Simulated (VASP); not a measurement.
# Ga2O3: relaxation of cell and atoms with PBE+D3(BJ)

The system is Ga2O3.

```xyz
5
Lattice="3.0155 0.0000 0.0000 -1.5077 2.6115 0.0000 0.0000 0.0000 6.8015" Properties=species:S:1:pos:R:3 pbc="T T T"
Ga    0.0000    1.7410    5.3949
Ga    1.5077    0.8705    1.4066
O     1.5077    0.8705    4.6617
O     0.0000    0.0000    0.0000
O     0.0000    1.7410    2.1398
```

| Item | Value |
| --- | --- |
| Program | VASP 6.6.1 |
| Task | relaxation of cell and atoms |
| Functional | PBE |
| Dispersion | D3(BJ) |
| Potentials or basis | VASP PAW PBE potentials, release 64 (Ga_d, O) |
| Cutoff | 600 eV |
| k mesh | 12 × 12 × 4 |
| Occupations | gaussian, width 0.02 eV |
| Spin | no spin polarisation |
| Dipole correction | no |
| Further INCAR settings | ALGO = Normal; EDIFF = 1e-07; IBRION = 2; EDIFFG = -0.01; NSW = 100; ISIF = 3 |

```
Relaxed volume                         : 10.68 Å³/atom
Relaxed cell                           : a = 3.021 Å, b = 3.021 Å, c = 6.756 Å, α = 90.00°, β = 90.00°, γ = 120.00°
Space group after relaxing (to 0.05 Å) : P-3m1 (No. 164)
Energy gained by relaxing              : 0.2 meV/atom
Ionic steps                            : 10
Pressure after relaxing                : 0.0 GPa
Largest force after relaxing           : 0.005 eV/Å
Band gap on the k mesh                 : 2.12 eV, direct
Dispersion energy per atom             : -0.195 eV
```

Forces in eV/Å, atoms in the order of the input:
```
Ga   0.000  0.000  0.005
Ga   0.000  0.000 -0.005
O    0.000  0.000 -0.001
O    0.000  0.000  0.000
O    0.000  0.000  0.001
```

The path:
```csv
step,energy change (eV),largest force (eV/Å),pressure (GPa),volume (Å³)
1,0.0000,0.0417,0.50,53.56
2,-0.0003,0.0268,-0.46,53.82
3,-0.0004,0.0321,-0.12,53.73
4,-0.0005,0.0185,-0.04,53.71
5,-0.0005,0.0189,-0.05,53.71
6,-0.0006,0.0190,-0.03,53.68
7,-0.0006,0.0199,0.01,53.60
8,-0.0007,0.0179,0.01,53.58
9,-0.0008,0.0121,0.02,53.52
10,-0.0008,0.0045,0.01,53.40
```

Final structure:
```yaml
crystal:
  lattice:
    - [3.02121, 0.00000, 0.00000]
    - [-1.51060, 2.61644, 0.00000]
    - [0.00000, 0.00000, 6.75597]
  atoms:
    - { symbol: Ga, position: [0.33333, 0.66667, 0.79153] }
    - { symbol: Ga, position: [0.66667, 0.33333, 0.20847] }
    - { symbol: O, position: [0.66667, 0.33333, 0.68366] }
    - { symbol: O, position: [0.00000, 0.00000, 0.00000] }
    - { symbol: O, position: [0.33333, 0.66667, 0.31634] }
```

Levels at points of the mesh, in eV from the valence-band top:
```csv
k point,band 18,band 19,band 20,band 21,band 22,band 23,band 24,band 25,band 26
"(0.00, 0.00, 0.00)",-1.17,-1.17,-0.98,-0.98,0.00,2.12,5.32,6.35,10.91
"(0.50, 0.00, 0.00)",-2.22,-1.90,-1.56,-0.88,-0.79,4.09,7.22,7.81,9.75
"(0.00, 0.00, 0.50)",-1.26,-1.14,-1.14,-0.99,-0.99,3.25,4.67,6.29,10.76
"(0.50, 0.00, 0.50)",-2.42,-2.25,-1.94,-0.79,-0.33,4.36,7.05,7.17,10.10
```

Run time: 4.2 min on 1 thread of Intel(R) Xeon(R) 6975P-C (Granite Rapids), with other jobs on the host, peak memory 0.26 GiB.

As with any semilocal functional, this PBE gap is likely too small.
